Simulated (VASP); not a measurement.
Here is a VASP 6.6.1 calculation.

INCAR

```
SYSTEM = MnO
PREC     = Accurate       ! precision mode
ENCUT    = 520            ! plane-wave cutoff, eV
EDIFF    = 1E-6           ! SCF threshold, eV
ISMEAR   = -1             ! smearing method
SIGMA    = 0.05           ! smearing width, eV
LREAL    = .FALSE.        ! projectors in reciprocal space
LASPH    = .TRUE.         ! aspherical terms in the spheres
NELM     = 150            ! most SCF steps
ALGO     = Normal         ! electronic algorithm
ISIF     = 2              ! what is computed and relaxed
LWAVE    = .FALSE.        ! write WAVECAR
LCHARG   = .TRUE.         ! write CHGCAR
ISPIN    = 2              ! spin polarisation
MAGMOM   = 5 0            ! initial moments
LORBIT   = 11             ! projections on sites
LMAXMIX  = 4              ! l up to which the mixer works
GGA      = PE             ! functional
LELF     = .TRUE.         ! ELF
LVHAR    = .TRUE.       
NBANDS   = 20             ! bands
```

File KPOINTS:

```
regular mesh
0
G
  10 10 10
  0 0 0
```

Contents of POSCAR:

```
MnO
1.0
    0.0000000000      2.2220003300      2.2220003300
    2.2220003300      0.0000000000      2.2220003300
    2.2220003300      2.2220003300      0.0000000000
Mn O
1 1
Direct
    0.0000000000      0.0000000000      0.0000000000
    0.5000000000      0.5000000000      0.5000000000
```

Potentials or basis: VASP PAW PBE potentials, release 64 (Mn_pv, O).

Run with:

```console
$ cat potpaw_PBE.64/Mn_pv/POTCAR potpaw_PBE.64/O/POTCAR > POTCAR
$ mpirun -np 1 vasp_std > vasp.out
```

Task: Estimate the site moments.

Result: Mn +4.34; O +0.20 μB.

Task: What does it give for the net moment?

Result: 4.79 μB per cell.

Task: What does it give for the pressure?

Result: 0.6 GPa.

Caveat: a cell with one magnetic atom can't hold antiferromagnetic order, which such compounds often take.
